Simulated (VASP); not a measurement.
# Br (P6_3/mmc) in VASP: further runs

The runs below take Br through relaxation of cell and atoms, single point, with PBEsol.

Everything below comes from runs of VASP 6.6.1. Logs are shortened: lines on timing, memory, paths and dates and some standing lists are left out, and cuts for length are marked.

### 1 The cell of the first run

The structure is hexagonal, space group P6_3/mmc (No. 194). Conventional cell: a = 3.869 Å, b = 3.869 Å, c = 10.537 Å, α = 90.00°, β = 90.00°, γ = 120.00°. Br (site symmetry -6m2) has 3 Br at 2.23 Å within 3.0 Å. Br (site symmetry -6m2) has 3 Br at 2.23 Å within 3.0 Å.

### 2 Relaxation of cell and atoms, PBEsol

The input, INCAR:

```
SYSTEM = Br
PREC = Accurate
ENCUT = 600
EDIFF = 1E-7
ISMEAR = 0
SIGMA = 0.1
LREAL = .FALSE.
LASPH = .TRUE.
NELM = 80
ALGO = Normal
ISIF = 3
LWAVE = .FALSE.
LCHARG = .FALSE.
GGA = PS
IBRION = 2
NSW = 90
EDIFFG = -0.04
```

The input, KPOINTS:

```
regular mesh
0
G
  6 6 2
  0 0 0
```

The input, POSCAR:

```
Br
1.0
    3.8687916486      0.0000000000      0.0000000000
   -1.9343958243      3.3504718496      0.0000000000
    0.0000000000      0.0000000000     10.5369528640
Br
4
Direct
    0.0000000000      0.0000000000      0.2500000000
    0.0000000000      0.0000000000      0.7500000000
    0.3333333333      0.6666666667      0.7500000000
    0.6666666667      0.3333333333      0.2500000000
```

Potentials or basis: VASP PAW PBE potentials, release 64 (Br).

The run is started by

```
cat potpaw_PBE.64/Br/POTCAR > POTCAR
mpirun -np 1 vasp_std > vasp.out
```

OUTCAR:

```text
SYSTEM = Br
   PREC = Accurate
   ENCUT = 600
   EDIFF = 1E-7
   ISMEAR = 0
   LREAL = .FALSE.
   LASPH = .TRUE.
   NELM = 80
   ISIF = 3
   GGA = PS
   IBRION = 2
   NSW = 90
   EDIFFG = -0.04

 ion  position               nearest neighbor table
   1  0.000  0.000  0.250-   4 2.23   4 2.23   4 2.23
   2  0.000  0.000  0.750-   3 2.23   3 2.23   3 2.23
   3  0.333  0.667  0.750-   2 2.23   2 2.23   2 2.23
   4  0.667  0.333  0.250-   1 2.23   1 2.23   1 2.23

  LATTYP: Found a hexagonal cell.
 ALAT       =     3.8687916486
 C/A-ratio  =     2.7235772358

  Lattice vectors:

 A1 = (   3.8687916486,   0.0000000000,   0.0000000000)
 A2 = (  -1.9343958243,   3.3504718496,   0.0000000000)
 A3 = (   0.0000000000,   0.0000000000,  10.5369528640)

Analysis of symmetry for initial positions (statically):
=====================================================================
 Subroutine PRICEL returns:
 Original cell was already a primitive cell.

 Routine SETGRP: Setting up the symmetry group for a
 hexagonal supercell.

 Subroutine GETGRP returns: Found 24 space group operations
 (whereof 12 operations were pure point group operations)
 out of a pool of 24 trial point group operations.

The static configuration has the point symmetry D_3d.
 The point group associated with its full space group is D_6h.

Analysis of symmetry for dynamics (positions and initial velocities):
=====================================================================
 Subroutine PRICEL returns:
 Original cell was already a primitive cell.

 Routine SETGRP: Setting up the symmetry group for a
 hexagonal supercell.

 Subroutine GETGRP returns: Found 24 space group operations
 (whereof 12 operations were pure point group operations)
 out of a pool of 24 trial point group operations.

The dynamic configuration has the point symmetry D_3d.
 The point group associated with its full space group is D_6h.

 Subroutine INISYM returns: Found 24 space group operations
 (whereof 12 operations are pure point group operations),
 and found     1 'primitive' translations

----------------------------------------------------------------------------------------

                                     Primitive cell

  volume of cell :     136.5829

  direct lattice vectors                    reciprocal lattice vectors
     3.868791649  0.000000000  0.000000000     0.258478639  0.149232712  0.000000000
    -1.934395824  3.350471850  0.000000000     0.000000000  0.298465424  0.000000000
     0.000000000  0.000000000 10.536952864     0.000000000  0.000000000  0.094904097

  length of vectors
     3.868791649  3.868791649 10.536952864     0.298465424  0.298465424  0.094904097

  position of ions in fractional coordinates (direct lattice)
     0.000000000  0.000000000  0.250000000
     0.000000000  0.000000000  0.750000000
     0.333333333  0.666666667  0.750000000
     0.666666667  0.333333333  0.250000000

  ion indices of the primitive-cell ions
   primitive index   ion index
                 1           1
                 2           2
                 3           3
                 4           4

----------------------------------------------------------------------------------------

 KPOINTS: regular mesh

Automatic generation of k-mesh.
 Grid dimensions read from file:
 generate k-points for:    6    6    2

 Generating k-lattice:

  Cartesian coordinates                     Fractional coordinates (reciprocal lattice)
     0.043079773  0.024872119  0.000000000     0.166666667  0.000000000  0.000000000
     0.000000000  0.049744237  0.000000000     0.000000000  0.166666667  0.000000000
     0.000000000  0.000000000  0.047452049     0.000000000  0.000000000  0.500000000

  Length of vectors
     0.049744237  0.049744237  0.047452049

  Shift w.r.t. Gamma in fractional coordinates (k-lattice)
     0.000000000  0.000000000  0.000000000

 Subroutine IBZKPT returns following result:
 ===========================================

 Found     14 irreducible k-points:

 Following reciprocal coordinates:
            Coordinates               Weight
  0.000000  0.000000  0.000000      1.000000
  0.166667 -0.000000  0.000000      6.000000
  0.333333  0.000000  0.000000      6.000000
  0.500000  0.000000  0.000000      3.000000
  0.166667  0.166667  0.000000      6.000000
  0.333333  0.166667  0.000000     12.000000
  0.333333  0.333333  0.000000      2.000000
  0.000000  0.000000  0.500000      1.000000
  0.166667 -0.000000  0.500000      6.000000
  0.333333  0.000000  0.500000      6.000000
  0.500000  0.000000  0.500000      3.000000
  0.166667  0.166667  0.500000      6.000000
  0.333333  0.166667  0.500000     12.000000
  0.333333  0.333333  0.500000      2.000000
   k-points           NKPTS =     14   k-points in BZ     NKDIM =     14   number of bands    NBANDS=     18
   number of dos      NEDOS =    301   number of ions     NIONS =      4
   total plane-waves  NPLWV =  86016
   dimension x,y,z NGX =    32 NGY =   32 NGZ =   84
   dimension x,y,z NGXF=    64 NGYF=   64 NGZF=  168
   ions per type =               4
   NGX,Y,Z   is equivalent  to a cutoff of  13.75, 13.75, 13.25 a.u.
   NGXF,Y,Z  is equivalent  to a cutoff of  27.50, 27.50, 26.51 a.u.
 SYSTEM =  Br
   PREC   = accura    normal or accurate (medium, high low for compatibility)
   ISTART =      0    job   : 0-new  1-cont  2-samecut
   ICHARG =      2    charge: 1-file 2-atom 10-const
   ISPIN  =      1    spin polarized calculation?
   LNONCOLLINEAR =      F non collinear calculations
   LSORBIT =      F    spin-orbit coupling
   LASPH  =      T    aspherical Exc in radial PAW
   ENCUT  =  600.0 eV  44.10 Ry    6.64 a.u.   7.73  7.73 21.04*2*pi/ulx,y,z
   NELM   =     80;   NELMIN=  2; NELMDL= -5     # of ELM steps
   EDIFF  = 0.1E-06   stopping-criterion for ELM
   LREAL  =      F    real-space projection
   EDIFFG = -.4E-01   stopping-criterion for IOM
   NSW    =     90    number of steps for IOM
   IBRION =      2    ionic relax: 0-MD 1-quasi-New 2-CG
   NFREE  =      1    steps in history (QN), initial steepest desc. (CG)
   ISIF   =      3    stress and relaxation
   ISYM   =      2    0-nonsym 1-usesym 2-fastsym
   POTIM  = 0.5000    time-step for ionic-motion
   TEBEG  =    0.0;   TEEND  =   0.0 temperature during run
   PSTRESS=    0.0 pullay stress
   NELECT =      28.0000    total number of electrons
   NUPDOWN=      -1.0000    fix difference up-down
   EMIN   =  10.00;   EMAX   =-10.00  energy-range for DOS
   EFERMI =   0.00;   METHOD = LEGACY
   ISMEAR =     0;   SIGMA  =   0.10  broadening in eV -4-tet -1-fermi 0-gaus
   EFERMI_NEDOS =   21; number of points for ismear=-14 and -15
   IALGO  =     38    algorithm
   IMIX   =      4    mixing-type and parameters
     AMIX     =   0.40;   BMIX     =  1.00
     AMIX_MAG =   1.60;   BMIX_MAG =  1.00
  volume/ion in A,a.u.               =      34.15       230.43
  Fermi-wavevector in a.u.,A,eV,Ry     =   0.965299  1.824151 12.677950  0.931803
  Thomas-Fermi vector in A             =   2.095004
   LORBIT       =      0    0 simple, 1 ext, 2 COOP (PROOUT), +10 PAW based schemes
   GGA     = PS    functional components
   LHFCALC =     F    Hartree Fock is set to
   AEXX    =    0.0000 exact exchange contribution
   IVDW    =     0    specifies the selected vdW correction
   LEPSILON=     F    determine dielectric tensor
   LRPA    =     F    only Hartree local field effects (RPA)
 conjugate gradient relaxation of ions
 non-spin polarized calculation
 Gauss-broadening in eV      SIGMA  =   0.10
  energy-cutoff  :      600.00
  volume of cell :      136.58
 maximum number of plane-waves:      4590
 NGX is ok and might be reduce to    32
   NGX = 15   NGY = 15   NGZ = 43

--------------------------------------- Ionic step        1  -------------------------------------------

 number of electron      27.9999994 magnetization

 Free energy of the ion-electron system (eV)
  ---------------------------------------------------
  ext. energy  EPLUGINS =         0.00000000
  ---------------------------------------------------
  free energy    TOTEN  =         1.75475175 eV

  energy without entropy =        1.77306485  energy(sigma->0) =        1.76390830

 E-fermi :   1.8768     XC(G=0):  -7.1435

 val. band max:        1.7321880413   @ k =   0.0000   0.0000   0.0000
 cond. band min:       1.9035995978   @ k =   0.3333   0.0000   0.0000
 fundamental gap:      0.1714115566
 Fermi energy:         1.8767544192

 k-point     1 :       0.0000    0.0000    0.0000
  band No.  band energies     occupation
      1     -18.6960      2.00000
      2     -18.6925      2.00000
      3      -9.9267      2.00000
      4      -9.9253      2.00000
      5      -6.1418      2.00000
      6      -6.1418      2.00000
[... 10 lines left out ...]
     17       4.0418      0.00000
     18       6.7479      0.00000

 k-point     2 :       0.1667   -0.0000    0.0000
  band No.  band energies     occupation
      1     -18.4126      2.00000
      2     -18.4092      2.00000
      3     -11.3873      2.00000
      4     -11.3858      2.00000
      5      -6.4694      2.00000
      6      -6.4669      2.00000
[... 10 lines left out ...]
     17       4.4368      0.00000
     18       6.9788      0.00000
[... 339 lines left out ...]
 VOLUME and BASIS-vectors are now :
 -----------------------------------------------------------------------------
  energy-cutoff  :      600.00
  volume of cell :      213.32
      direct lattice vectors                 reciprocal lattice vectors
     4.835858096  0.000000000 -0.000000000     0.206788533  0.119389415  0.000000000
    -2.417929048  4.187975960  0.000000000    -0.000000000  0.238778830 -0.000000000
    -0.000000000  0.000000000 10.533249149     0.000000000 -0.000000000  0.094937468

 POSITION                                       TOTAL-FORCE (eV/Angst)
 -----------------------------------------------------------------------------------
      0.00000      0.00000      2.63331         0.000000     -0.000000     -0.000000
     -0.00000      0.00000      7.89994        -0.000000      0.000000      0.000000
     -0.00000      2.79198      7.89994        -0.000000     -0.000000      0.000000
      2.41793      1.39599      2.63331         0.000000      0.000000     -0.000000
 -----------------------------------------------------------------------------------
    total drift:                               -0.000000      0.000000      0.000000

  FREE ENERGIE OF THE ION-ELECTRON SYSTEM (eV)
  ---------------------------------------------------
  free  energy   TOTEN  =        -5.8662883382 eV

  energy  without entropy=       -5.8525354457  energy(sigma->0) =       -5.85941189

--------------------------------------- Ionic step        4  -------------------------------------------

 number of electron      27.9999997 magnetization

 Free energy of the ion-electron system (eV)
  ---------------------------------------------------
  ext. energy  EPLUGINS =         0.00000000
  ---------------------------------------------------
  free energy    TOTEN  =        -5.86746595 eV

  energy without entropy =       -5.85414623  energy(sigma->0) =       -5.86080609

 E-fermi :  -2.4857     XC(G=0):  -5.8623

 val. band max:       -2.5463829544   @ k =   0.5000   0.0000   0.0000
 cond. band min:      -2.2387948883   @ k =   0.1667  -0.0000   0.0000
 fundamental gap:      0.3075880661
 Fermi energy:        -2.4857132733

 k-point     1 :       0.0000    0.0000    0.0000
  band No.  band energies     occupation
      1     -17.8132      2.00000
      2     -17.8086      2.00000
      3     -15.1474      2.00000
      4     -15.1459      2.00000
      5      -6.2628      2.00000
      6      -6.2628      2.00000
[... 10 lines left out ...]
     17       2.5074      0.00000
     18       4.6789      0.00000

 k-point     2 :       0.1667   -0.0000    0.0000
  band No.  band energies     occupation
      1     -17.6932      2.00000
      2     -17.6888      2.00000
      3     -15.3677      2.00000
      4     -15.3660      2.00000
      5      -6.4082      2.00000
      6      -6.4011      2.00000
[... 10 lines left out ...]
     17       2.8320      0.00000
     18       4.8933      0.00000
[... 263 lines left out ...]
 VOLUME and BASIS-vectors are now :
 -----------------------------------------------------------------------------
  energy-cutoff  :      600.00
  volume of cell :      211.62
      direct lattice vectors                 reciprocal lattice vectors
     4.816516757  0.000000000 -0.000000000     0.207618919  0.119868838  0.000000000
    -2.408258378  4.171225869  0.000000000    -0.000000000  0.239737677 -0.000000000
    -0.000000000  0.000000000 10.533323223     0.000000000 -0.000000000  0.094936800

 POSITION                                       TOTAL-FORCE (eV/Angst)
 -----------------------------------------------------------------------------------
      0.00000      0.00000      2.63333         0.000000     -0.000000      0.000000
     -0.00000      0.00000      7.89999         0.000000     -0.000000      0.000000
     -0.00000      2.78082      7.89999        -0.000000      0.000000     -0.000000
      2.40826      1.39041      2.63333         0.000000     -0.000000     -0.000000
 -----------------------------------------------------------------------------------
    total drift:                               -0.000000      0.000000      0.000000

  FREE ENERGIE OF THE ION-ELECTRON SYSTEM (eV)
  ---------------------------------------------------
  free  energy   TOTEN  =        -5.8674659500 eV

  energy  without entropy=       -5.8541462279  energy(sigma->0) =       -5.86080609

 reached required accuracy - stopping structural energy minimisation
```

Run time: 2 min. Hardware: 1 thread of Intel Xeon Platinum 8488C (Sapphire Rapids), shared host; peak memory 0.29 GiB.

What came out:

```
Free energy                            : -5.8675 eV
Relaxed volume                         : 52.91 Å³/atom
Relaxed cell                           : a = 4.817 Å, b = 4.817 Å, c = 10.533 Å, α = 90.00°, β = 90.00°, γ = 120.00°
Space group after relaxing (to 0.05 Å) : P6_3/mmc (No. 194)
Energy gained by relaxing              : 1905.6 meV/atom
Ionic steps                            : 4
Pressure after relaxing                : 0.0 GPa
Band gap on the k mesh                 : zero (band 14 reaches -2.55 eV, above the bottom of band 15 at -2.57 eV)
```

The path:
```
step  energy change (eV)  largest force (eV/Å)  pressure (GPa)  volume (Å³)
   1              0.0000                0.0000           34.45       136.58
   2             -5.3537                0.0000           -2.49       320.22
   3             -7.6210                0.0000           -0.18       213.32
   4             -7.6222                0.0000            0.00       211.62
```

Final structure:
```
Br
1.0
     4.81652    0.00000    0.00000
    -2.40826    4.17123    0.00000
     0.00000    0.00000   10.53332
Br
4
Direct
  0.00000 0.00000 0.25000
  0.00000 0.00000 0.75000
  0.33333 0.66667 0.75000
  0.66667 0.33333 0.25000
```

Caveat: the volume moved by over 15 % at a fixed basis, so the end points are rough; the PAW data sets were made with another functional, which shifts forces and pressure a little; this functional lacks dispersion, which binds the layers, so the pressure and a relaxed spacing across them are unreliable.

### 3 Single point, PBEsol

This run uses another cell than the first one, of 26.12 Å³/atom, 0.765 times its volume.

The input, INCAR:

```
PREC = Accurate ; ENCUT = 520
EDIFF = 1E-6 ; ISMEAR = 0
SIGMA = 0.1 ; LREAL = F
LASPH = T ; NELM = 100
ALGO = Normal ; ISIF = 2
LWAVE = F ; LCHARG = T
GGA = PS ; LELF = T
LVHAR = T ; NBANDS = 22
```

The input, KPOINTS:

```
Automatic mesh
0
Gamma
  6 6 2
```

The input, POSCAR:

```
Br
1.0
    3.8038483674      0.0000000000      0.0000000000
   -1.9019241837      3.2942293183      0.0000000000
    0.0000000000      0.0000000000      8.3393178390
Br
4
Direct
    0.0000000000      0.0000000000      0.0000000000
    0.0000000000      0.0000000000      0.5000000000
    0.3333333333      0.6666666667      0.7500000000
    0.6666666667      0.3333333333      0.2500000000
```

Potentials or basis: VASP PAW PBE potentials, release 64 (Br).

The run is started by

```
cat potpaw_PBE.64/Br/POTCAR > POTCAR
mpirun -np 1 vasp_std > vasp.out
```

Run time: 34 s. Hardware: 1 thread of Intel Xeon 6975P-C, shared host; peak memory 0.21 GiB.

It converged, with:

```
Free energy            : -5.7269 eV
Pressure               : 0.2 GPa
Band gap on the k mesh : zero (band 14 reaches 2.46 eV, above the bottom of band 15 at 1.67 eV)
```

Stress tensor (GPa, compression positive):
```
 0.28  0.00  0.00
 0.00  0.28  0.00
 0.00  0.00 -0.03
```

Levels at points of the mesh, in eV from the Fermi level:
| k point | band 10 | band 11 | band 12 | band 13 | band 14 | band 15 | band 16 | band 17 | band 18 | band 19 |
| --- | --- | --- | --- | --- | --- | --- | --- | --- | --- | --- |
| (0.00, 0.00, 0.00) | -1.39 | -1.39 | -1.22 | -1.22 | -0.11 | -0.11 | 0.98 | 5.88 | 6.83 | 8.13 |
| (0.50, 0.00, 0.00) | -2.48 | -2.31 | -1.86 | -1.81 | 0.40 | 0.53 | 0.84 | 5.54 | 6.84 | 8.89 |
| (0.00, 0.00, 0.50) | -1.99 | -0.50 | -0.50 | -0.50 | -0.50 | -0.18 | -0.18 | 6.83 | 6.83 | 7.93 |
| (0.50, 0.00, 0.50) | -2.94 | -0.54 | -0.54 | -0.42 | -0.42 | -0.39 | -0.39 | 6.40 | 6.40 | 9.15 |

Caveat: the k points lie up to 0.38 Å⁻¹ apart; the PAW data sets were made with another functional, which shifts forces and pressure a little.
